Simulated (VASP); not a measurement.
# CuAu3 in VASP: further runs

CuAu3 is run at these levels: r2SCAN; tasks: single point.

Program: VASP 6.6.1. These are calculated values, not measurements. Logs are shortened: lines on timing, memory, paths and dates and some standing lists are left out, and cuts for length are marked.

## (1) The cell of the first run

The structure is cubic, space group Pm-3m (No. 221). The conventional cell has a = 4.011 Å, b = 4.011 Å, c = 4.011 Å, α = 90.00°, β = 90.00°, γ = 90.00°. Cu (site symmetry m-3m) has 12 Au at 2.84 Å within 3.7 Å. Au (site symmetry 4/mmm) has 4 Cu at 2.84 Å and 8 Au at 2.84 Å within 3.7 Å.

## (2) Single point, r2SCAN

Input file POSCAR:

```
CuAu3
1.0
    4.0109680155      0.0000000000      0.0000000000
    0.0000000000      4.0109680155      0.0000000000
    0.0000000000      0.0000000000      4.0109680155
Cu Au
1 3
Direct
    0.0000000000      0.0000000000      0.0000000000
    0.0000000000      0.5000000000      0.5000000000
    0.5000000000      0.0000000000      0.5000000000
    0.5000000000      0.5000000000      0.0000000000
```

Input file INCAR.step1:

```
SYSTEM = CuAu3
  PREC = Accurate
  ENCUT = 520
  ISMEAR = 0
  SIGMA = 0.1
  LREAL = .FALSE.
  LASPH = .TRUE.
  NELM = 100
  NBANDS = 30
  GGA = PE
  ALGO = Normal
  EDIFF = 1E-4
  LWAVE = .TRUE.
  LCHARG = .FALSE.
```

Input file INCAR.step2:

```
SYSTEM = CuAu3
  PREC = Accurate
  ENCUT = 520
  EDIFF = 1E-7
  ISMEAR = 0
  SIGMA = 0.1
  LREAL = .FALSE.
  LASPH = .TRUE.
  NELM = 100
  ALGO = Normal
  ISIF = 2
  LWAVE = .FALSE.
  LCHARG = .FALSE.
  METAGGA = R2SCAN
  LMIXTAU = .TRUE.
  NBANDS = 30
  ISTART = 1
```

Input file KPOINTS:

```
regular mesh
0
G
  10 10 10
  0 0 0
```

Potentials or basis: VASP PAW PBE potentials, release 64 (Cu, Au).

On the command line:

```
cat potpaw_PBE.64/Cu/POTCAR potpaw_PBE.64/Au/POTCAR > POTCAR
cp INCAR.step1 INCAR
mpirun -np 1 vasp_std > vasp.out
cp INCAR.step2 INCAR
mpirun -np 1 vasp_std > vasp.out
```

OUTCAR:

```text
SYSTEM = CuAu3
   PREC = Accurate
   ENCUT = 520
   EDIFF = 1E-7
   ISMEAR = 0
   LREAL = .FALSE.
   LASPH = .TRUE.
   NELM = 100
   ISIF = 2
   METAGGA = R2SCAN
   ISTART = 1

 ion  position               nearest neighbor table
   1  0.000  0.000  0.000-   2 2.84   3 2.84   4 2.84   2 2.84   3 2.84   2 2.84   4 2.84   2 2.84
                             3 2.84   4 2.84   3 2.84   4 2.84
   2  0.000  0.500  0.500-   1 2.84   3 2.84   4 2.84   1 2.84   4 2.84   1 2.84   3 2.84   1 2.84
                             3 2.84   4 2.84   4 2.84   3 2.84
   3  0.500  0.000  0.500-   1 2.84   2 2.84   4 2.84   1 2.84   4 2.84   2 2.84   4 2.84   4 2.84
                             1 2.84   2 2.84   1 2.84   2 2.84
   4  0.500  0.500  0.000-   1 2.84   2 2.84   3 2.84   2 2.84   3 2.84   1 2.84   3 2.84   3 2.84
                             1 2.84   2 2.84   2 2.84   1 2.84

  LATTYP: Found a simple cubic cell.
 ALAT       =     4.0109680155

  Lattice vectors:

 A1 = (   4.0109680155,   0.0000000000,   0.0000000000)
 A2 = (   0.0000000000,   4.0109680155,   0.0000000000)
 A3 = (   0.0000000000,   0.0000000000,   4.0109680155)

Analysis of symmetry for initial positions (statically):
=====================================================================
 Subroutine PRICEL returns:
 Original cell was already a primitive cell.

 Routine SETGRP: Setting up the symmetry group for a
 simple cubic supercell.

 Subroutine GETGRP returns: Found 48 space group operations
 (whereof 48 operations were pure point group operations)
 out of a pool of 48 trial point group operations.

The static configuration has the point symmetry O_h .

Analysis of symmetry for dynamics (positions and initial velocities):
=====================================================================
 Subroutine PRICEL returns:
 Original cell was already a primitive cell.

 Routine SETGRP: Setting up the symmetry group for a
 simple cubic supercell.

 Subroutine GETGRP returns: Found 48 space group operations
 (whereof 48 operations were pure point group operations)
 out of a pool of 48 trial point group operations.

The dynamic configuration has the point symmetry O_h .

 Subroutine INISYM returns: Found 48 space group operations
 (whereof 48 operations are pure point group operations),
 and found     1 'primitive' translations
[... 89 lines left out ...]
 SYSTEM =  CuAu3
   PREC   = accura    normal or accurate (medium, high low for compatibility)
   ISTART =      1    job   : 0-new  1-cont  2-samecut
   ICHARG =      0    charge: 1-file 2-atom 10-const
   ISPIN  =      1    spin polarized calculation?
   LNONCOLLINEAR =      F non collinear calculations
   LSORBIT =      F    spin-orbit coupling
   LASPH  =      T    aspherical Exc in radial PAW
   ENCUT  =  520.0 eV  38.22 Ry    6.18 a.u.   7.46  7.46  7.46*2*pi/ulx,y,z
   NELM   =    100;   NELMIN=  2; NELMDL=  0     # of ELM steps
   EDIFF  = 0.1E-06   stopping-criterion for ELM
   LREAL  =      F    real-space projection
   EDIFFG = 0.1E-05   stopping-criterion for IOM
   NSW    =      0    number of steps for IOM
   IBRION =     -1    ionic relax: 0-MD 1-quasi-New 2-CG
   NFREE  =      0    steps in history (QN), initial steepest desc. (CG)
   ISIF   =      2    stress and relaxation
   ISYM   =      2    0-nonsym 1-usesym 2-fastsym
   POTIM  = 0.5000    time-step for ionic-motion
   TEBEG  =    0.0;   TEEND  =   0.0 temperature during run
   PSTRESS=    0.0 pullay stress
   NELECT =      44.0000    total number of electrons
   NUPDOWN=      -1.0000    fix difference up-down
   EMIN   =  10.00;   EMAX   =-10.00  energy-range for DOS
   EFERMI =   0.00;   METHOD = LEGACY
   ISMEAR =     0;   SIGMA  =   0.10  broadening in eV -4-tet -1-fermi 0-gaus
   EFERMI_NEDOS =   21; number of points for ismear=-14 and -15
   IALGO  =     38    algorithm
   IMIX   =      4    mixing-type and parameters
     AMIX     =   0.40;   BMIX     =  1.00
     AMIX_MAG =   1.60;   BMIX_MAG =  1.00
  volume/ion in A,a.u.               =      16.13       108.86
  Fermi-wavevector in a.u.,A,eV,Ry     =   1.440931  2.722965 28.249534  2.076282
  Thomas-Fermi vector in A             =   2.559620
   LORBIT       =      0    0 simple, 1 ext, 2 COOP (PROOUT), +10 PAW based schemes
   METAGGA = R2SCAN    functional components
   LHFCALC =     F    Hartree Fock is set to
   AEXX    =    0.0000 exact exchange contribution
   IVDW    =     0    specifies the selected vdW correction
   LEPSILON=     F    determine dielectric tensor
   LRPA    =     F    only Hartree local field effects (RPA)
 non-spin polarized calculation
 Gauss-broadening in eV      SIGMA  =   0.10
  energy-cutoff  :      520.00
  volume of cell :       64.53
 maximum number of plane-waves:      1771
 NGX is ok and might be reduce to    30
   NGX = 15   NGY = 15   NGZ = 15

 number of electron      44.0000026 magnetization

 Free energy of the ion-electron system (eV)
  ---------------------------------------------------
  ext. energy  EPLUGINS =         0.00000000
  ---------------------------------------------------
  free energy    TOTEN  =      -162.71285747 eV

  energy without entropy =     -162.70735718  energy(sigma->0) =     -162.71010733

 E-fermi :   8.7155     XC(G=0): -13.4669

 val. band max:        8.6924271411   @ k =   0.4000   0.4000   0.2000
 cond. band min:       8.7534275202   @ k =   0.4000   0.4000   0.3000
 fundamental gap:      0.0610003791
 Fermi energy:         8.7155468497

 k-point     1 :       0.0000    0.0000    0.0000
  band No.  band energies     occupation
      1      -1.2434      2.00000
      2       1.1581      2.00000
      3       1.9149      2.00000
      4       1.9149      2.00000
      5       1.9149      2.00000
      6       2.0645      2.00000
[... 781 lines left out ...]
     29      19.2717      0.00000
     30      19.8890      0.00000

 [... further k-points ...]
[... 5 lines left out ...]
  --------------------------------------------------------------------------------------
  -------------------------------------------------------------------------------------
  Total        0.1401468      0.1401468      0.1401468     -0.0000000     -0.0000000     -0.0000000
  in kB        3.4797361      3.4797361      3.4797361     -0.0000000     -0.0000000     -0.0000000
  external PRESSURE =       3.4797361 kB  Pullay stress =       0.0000000 kB

 VOLUME and BASIS-vectors are now :
 -----------------------------------------------------------------------------
  energy-cutoff  :      520.00
  volume of cell :       64.53
      direct lattice vectors                 reciprocal lattice vectors
     4.010968015  0.000000000  0.000000000     0.249316374  0.000000000  0.000000000
     0.000000000  4.010968015  0.000000000     0.000000000  0.249316374  0.000000000
     0.000000000  0.000000000  4.010968015     0.000000000  0.000000000  0.249316374

 POSITION                                       TOTAL-FORCE (eV/Angst)
 -----------------------------------------------------------------------------------
      0.00000      0.00000      0.00000         0.000000      0.000000      0.000000
      0.00000      2.00548      2.00548         0.000000      0.000000      0.000000
      2.00548      0.00000      2.00548         0.000000      0.000000      0.000000
      2.00548      2.00548      0.00000         0.000000      0.000000      0.000000
 -----------------------------------------------------------------------------------
    total drift:                                0.000000      0.000000     -0.000000

  FREE ENERGIE OF THE ION-ELECTRON SYSTEM (eV)
  ---------------------------------------------------
  free  energy   TOTEN  =      -162.7128574722 eV

  energy  without entropy=     -162.7073571838  energy(sigma->0) =     -162.71010733
```

OUTCAR.step1:

```text
SYSTEM = CuAu3
   PREC = Accurate
   ENCUT = 520
   ISMEAR = 0
   LREAL = .FALSE.
   LASPH = .TRUE.
[... 1025 lines left out ...]
      0.00000      2.00548      2.00548         0.000000      0.000000      0.000000
      2.00548      0.00000      2.00548         0.000000      0.000000      0.000000
      2.00548      2.00548      0.00000         0.000000      0.000000      0.000000
 -----------------------------------------------------------------------------------
    total drift:                                0.000000      0.000000     -0.000000

  FREE ENERGIE OF THE ION-ELECTRON SYSTEM (eV)
  ---------------------------------------------------
  free  energy   TOTEN  =       -13.4743006770 eV

  energy  without entropy=      -13.4672573438  energy(sigma->0) =      -13.47077901
```

OSZICAR.step1:

```text
N       E                     dE             d eps       ncg     rms          rms(c)
DAV:   1     0.361890105634E+03    0.36189E+03   -0.21579E+04  3446   0.180E+03
DAV:   2     0.721027324749E+01   -0.35468E+03   -0.33021E+03  3548   0.391E+02
DAV:   3    -0.144855626219E+02   -0.21696E+02   -0.20852E+02  3774   0.100E+02
DAV:   4    -0.148971103979E+02   -0.41155E+00   -0.41088E+00  3810   0.128E+01
DAV:   5    -0.149099061436E+02   -0.12796E-01   -0.12795E-01  4708   0.241E+00    0.169E+01
DAV:   6    -0.138758240322E+02    0.10341E+01   -0.81982E+00  4694   0.545E+01    0.916E+00
DAV:   7    -0.137669663517E+02    0.10886E+00   -0.38006E+00  3986   0.834E+01    0.101E+01
DAV:   8    -0.134839267989E+02    0.28304E+00   -0.32816E+00  4650   0.245E+01    0.392E+00
DAV:   9    -0.134855067887E+02   -0.15800E-02   -0.19187E-01  4428   0.109E+01    0.857E-01
DAV:  10    -0.134745362281E+02    0.10971E-01   -0.82569E-02  4000   0.663E+00    0.155E-01
DAV:  11    -0.134743225664E+02    0.21366E-03   -0.26982E-03  4466   0.991E-01    0.542E-02
DAV:  12    -0.134743006770E+02    0.21889E-04   -0.25270E-04  2572   0.369E-01
   1 F= -.13474301E+02 E0= -.13470779E+02  d E =-.704333E-02
```

Run time: 3.2 min. Hardware: 1 thread of Intel Xeon 6975P-C (Granite Rapids), shared host; peak memory 0.23 GiB.

Results:

```yaml
Free_energy: -162.7129 eV
Pressure: 0.3 GPa
Band_gap_on_the_k_mesh: zero (bands 22 and 23 overlap by 2.05 eV)
```

Levels at points of the mesh, in eV from the Fermi level:
```
           k point  band 18  band 19  band 20  band 21  band 22  band 23  band 24  band 25  band 26  band 27
(0.00, 0.00, 0.00)    -1.72    -1.56    -1.56    -1.56     1.21     1.21     1.21     6.01     6.01     7.03
(0.50, 0.00, 0.00)    -2.33    -2.18    -2.02    -1.71    -1.56     5.51     5.71     6.14     6.14     6.70
(0.50, 0.50, 0.00)    -2.24    -2.22    -2.22    -0.83    -0.18    -0.13    -0.13     8.74     9.28     9.50
(0.50, 0.50, 0.50)    -1.76    -1.74    -1.74    -0.85    -0.83    -0.83    -0.83     2.98     2.98     2.98
```

Caveat: the PAW data sets were made with another functional, which shifts forces and pressure a little; spin-orbit coupling is left out, which moves the levels of the heavy elements.

## (3) Single point, r2SCAN (biaxial strain in the a-b plane: +2.0 %, then relaxed in part)

Input file POSCAR:

```
CuAu3
1.0
    4.0911873758      0.0000000000      0.0000000000
    0.0000000000      4.0911873758      0.0000000000
    0.0000000000      0.0000000000      3.8803207929
Cu Au
1 3
Direct
    0.0000000000      0.0000000000      0.0000000000
    0.0000000000      0.5000000000      0.5000000000
    0.5000000000      0.0000000000      0.5000000000
    0.5000000000      0.5000000000      0.0000000000
```

Input file INCAR.step1:

```
SYSTEM = CuAu3
PREC     = Accurate       ! precision mode
ENCUT    = 520            ! plane-wave cutoff, eV
ISMEAR   = 0              ! smearing method
SIGMA    = 0.1            ! smearing width, eV
LREAL    = .FALSE.        ! projectors in reciprocal space
LASPH    = .TRUE.         ! aspherical terms in the spheres
NELM     = 60             ! most SCF steps
NBANDS   = 30             ! bands
GGA      = PE             ! functional
ALGO     = Normal         ! electronic algorithm
EDIFF    = 1E-4           ! SCF threshold, eV
LWAVE    = .TRUE.         ! write WAVECAR
LCHARG   = .FALSE.        ! write CHGCAR
```

Input file INCAR.step2:

```
SYSTEM = CuAu3
PREC     = Accurate       ! precision mode
ENCUT    = 520            ! plane-wave cutoff, eV
EDIFF    = 1E-6           ! SCF threshold, eV
ISMEAR   = 0              ! smearing method
SIGMA    = 0.1            ! smearing width, eV
LREAL    = .FALSE.        ! projectors in reciprocal space
LASPH    = .TRUE.         ! aspherical terms in the spheres
NELM     = 60             ! most SCF steps
ALGO     = Normal         ! electronic algorithm
ISIF     = 2              ! what is computed and relaxed
LWAVE    = .FALSE.        ! write WAVECAR
LCHARG   = .TRUE.         ! write CHGCAR
METAGGA  = R2SCAN         ! meta-GGA
LMIXTAU  = .TRUE.       
LELF     = .TRUE.         ! ELF
LVHAR    = .TRUE.       
NBANDS   = 30             ! bands
ISTART   = 1
```

Input file KPOINTS:

```
Automatic mesh
0
G
  14 14 14
  0 0 0
```

Potentials or basis: VASP PAW PBE potentials, release 64 (Cu, Au).

On the command line:

```
cat potpaw_PBE.64/Cu/POTCAR potpaw_PBE.64/Au/POTCAR > POTCAR
cp INCAR.step1 INCAR
mpirun -np 1 vasp_std > vasp.out
cp INCAR.step2 INCAR
mpirun -np 1 vasp_std > vasp.out
```

Run time: 27 min. Hardware: 1 thread of Intel Xeon Platinum 8259CL at 2.50GHz (Skylake/Cascade Lake), shared host; peak memory 0.55 GiB.

The run converged. Its results:

* Free energy: -162.7030 eV
* Pressure: -0.8 GPa
* Band gap on the k mesh: zero (bands 22 and 23 overlap by 1.99 eV)

Stress tensor (GPa, compression positive):
```
-1.31  0.00  0.00
 0.00 -1.31  0.00
 0.00  0.00  0.33
```

Levels at points of the mesh, in eV from the Fermi level:
```tsv
k point	band 19	band 20	band 21	band 22	band 23	band 24	band 25	band 26
(0.00, 0.00, 0.00)	-1.67	-1.53	-1.53	0.89	0.89	1.86	5.44	6.07
(0.50, 0.00, 0.00)	-2.22	-2.02	-1.66	-1.55	5.53	5.64	5.78	6.17
(0.50, 0.50, 0.00)	-2.27	-2.27	-1.03	-0.47	-0.47	-0.42	9.24	10.04
(0.00, 0.00, 0.50)	-2.17	-2.10	-1.95	-1.69	5.09	5.16	6.11	6.11
(0.50, 0.00, 0.50)	-2.24	-2.21	-0.77	-0.12	-0.03	-0.02	8.43	8.81
(0.50, 0.50, 0.50)	-1.75	-1.70	-0.84	-0.82	-0.82	-0.81	2.87	2.87
```

Caveat: the cell differs from its parent crystal (biaxial strain in the a-b plane: +2.0 %, then relaxed in part); the PAW data sets were made with another functional, which shifts forces and pressure a little; spin-orbit coupling is left out, which moves the levels of the heavy elements.

## (4) Single point, r2SCAN (equal strain along all axes, cell held: -6.0 %)

Input file POSCAR:

```
CuAu3
1.0
    3.7703099347      0.0000000000      0.0000000000
    0.0000000000      3.7703099347      0.0000000000
    0.0000000000      0.0000000000      3.7703099347
Cu Au
1 3
Direct
    0.0000000000      0.0000000000      0.0000000000
    0.0000000000      0.5000000000      0.5000000000
    0.5000000000      0.0000000000      0.5000000000
    0.5000000000      0.5000000000      0.0000000000
```

Input file INCAR.step1:

```
SYSTEM = CuAu3
ALGO = Normal ; EDIFF = 1E-4
ENCUT = 520 ; GGA = PE
ISMEAR = 0 ; LASPH = .True.
LCHARG = .False. ; LREAL = .False.
LWAVE = .True. ; NBANDS = 30
NELM = 100 ; PREC = Accurate
SIGMA = 0.1
```

Input file INCAR.step2:

```
SYSTEM = CuAu3
ALGO = Normal ; EDIFF = 1E-7
ENCUT = 520 ; ISIF = 2
ISMEAR = 0 ; ISTART = 1
LASPH = .True. ; LCHARG = .False.
LMIXTAU = .True. ; LREAL = .False.
LWAVE = .False. ; METAGGA = R2SCAN
NBANDS = 30 ; NELM = 100
PREC = Accurate ; SIGMA = 0.1
```

Input file KPOINTS:

```
k-points
0
Gamma
  14 14 14
  0 0 0
```

On the command line:

```
cat potpaw_PBE.64/Cu/POTCAR potpaw_PBE.64/Au/POTCAR > POTCAR
cp INCAR.step1 INCAR
mpirun -np 1 vasp_std > vasp.out
cp INCAR.step2 INCAR
mpirun -np 1 vasp_std > vasp.out
```

It took 8.1 min on 1 thread of Intel Xeon Platinum 8488C (Sapphire Rapids), shared host; peak memory 0.28 GiB.

Results (log left out):

```yaml
Free_energy: -161.3298 eV
Pressure: 49.3 GPa
Band_gap_on_the_k_mesh: zero (bands 22 and 23 overlap by 2.90 eV)
```

Levels at points of the mesh, in eV from the Fermi level:
| k point | band 20 | band 21 | band 22 | band 23 | band 24 | band 25 |
| --- | --- | --- | --- | --- | --- | --- |
| (0.00, 0.00, 0.00) | -1.76 | -1.76 | 0.58 | 0.58 | 0.58 | 7.60 |
| (0.50, 0.00, 0.00) | -2.56 | -1.91 | -1.76 | 6.32 | 6.67 | 6.67 |
| (0.50, 0.50, 0.00) | -2.90 | -1.00 | -0.27 | 0.07 | 0.07 | 9.54 |
| (0.50, 0.50, 0.50) | -2.13 | -1.87 | -1.87 | -1.87 | -1.86 | 4.00 |

Caveat: the cell differs from its parent crystal (equal strain along all axes, cell held: -6.0 %); the cell stands under pressure; the PAW data sets were made with another functional, which shifts forces and pressure a little; spin-orbit coupling is left out, which moves the levels of the heavy elements.

(Continued in part 2 of 2.)
